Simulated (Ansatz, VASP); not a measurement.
# One calculation of PbS, two programs

INCAR

```
SYSTEM = PbS
PREC     = Accurate       ! precision mode
ENCUT    = 520            ! plane-wave cutoff, eV
EDIFF    = 1E-7           ! SCF threshold, eV
ISMEAR   = -1             ! smearing method
SIGMA    = 0.05           ! smearing width, eV
LREAL    = .False.        ! projectors in reciprocal space
LASPH    = .True.         ! aspherical terms in the spheres
NELM     = 60             ! most SCF steps
ALGO     = Normal         ! electronic algorithm
ISIF     = 2              ! what is computed and relaxed
LWAVE    = .False.        ! write WAVECAR
LCHARG   = .False.        ! write CHGCAR
GGA      = B5             ! functional
ALDAX    = 1.0          
AGGAX    = 1.0          
AGGAC    = 1.0          
ALDAC    = 0.0          
IVDW     = 12             ! dispersion correction
VDW_S6   = 1.0          
VDW_S8   = 2.6996       
VDW_A1   = 0.4298       
VDW_A2   = 4.2359       
NBANDS   = 28             ! bands
```

Contents of KPOINTS:

```
regular mesh
0
Gamma
  7 7 6
  0 0 0
```

Contents of POSCAR:

```
PbS
1.0
    2.0937276176     -6.0309754840      0.0000000000
    2.0937276176      6.0309754840      0.0000000000
    0.0000000000      0.0000000000      4.3076616397
Pb S
2 2
Direct
    0.1305633500      0.8694366500      0.2500000000
    0.8694366500      0.1305633500      0.7500000000
    0.3547970900      0.6452029100      0.2500000000
    0.6452029100      0.3547970900      0.7500000000
```

input.yaml

```yaml
crystal:
  lattice:
    - [2.0937276176, -6.030975484, 0.0]
    - [2.0937276176, 6.030975484, 0.0]
    - [0.0, 0.0, 4.3076616397]
  atoms:
    - { symbol: Pb, position: [0.13056335, 0.86943665, 0.25] }
    - { symbol: Pb, position: [0.86943665, 0.13056335, 0.75] }
    - { symbol: S, position: [0.35479709, 0.64520291, 0.25] }
    - { symbol: S, position: [0.64520291, 0.35479709, 0.75] }
hamiltonian:
  xc: blyp
  pseudopotentials: { kind: paw }
  dispersion: d3bj
kpoints:
  mp_grid: { grid: [7, 7, 6] }
scf:
  occupations: { method: fermi_dirac, width: 0.05 }
output:
  forces: true
  stress: true
  eigenvalues: true
```

Alike in both runs: task single point; functional BLYP; dispersion D3(BJ); k mesh 7 × 7 × 6; occupations fermi-dirac, width 0.05 eV; no spin polarisation.

```csv
,VASP,Ansatz
version,VASP 6.6.1,Ansatz 0.2.0
potentials or method,"VASP PAW PBE potentials, release 64 (Pb_d, S)",Ansatz PAW
plane-wave cutoff (eV),520,420
valence electrons in the cell,40,40
```

VASP gave:

```
gap on the k mesh at the Fermi level (eV)                     : 1.33
least direct gap on the mesh (eV)                             : 1.48
pressure (GPa)                                                : -1.0
traceless stress, the component that is largest in VASP (GPa) : 0.23
rms of the force components (eV/Å)                            : 0.078
```

Task: Estimate Ansatz's values.

Result: gap on the k mesh at the Fermi level (eV): 1.33; least direct gap on the mesh (eV): 1.48; pressure (GPa): -1.1; traceless stress, the component that is largest in VASP (GPa): 0.25; rms of the force components (eV/Å): 0.072.

VASP's potentials were made for PBE, not for BLYP. Atom by atom the forces differ by 0.006 eV/Å (rms over components).

Spin-orbit coupling is off throughout. Noted on Ansatz's run: odd divisions of the mesh miss points on the zone boundary, where band edges often lie, so the gap on the mesh can be too wide.
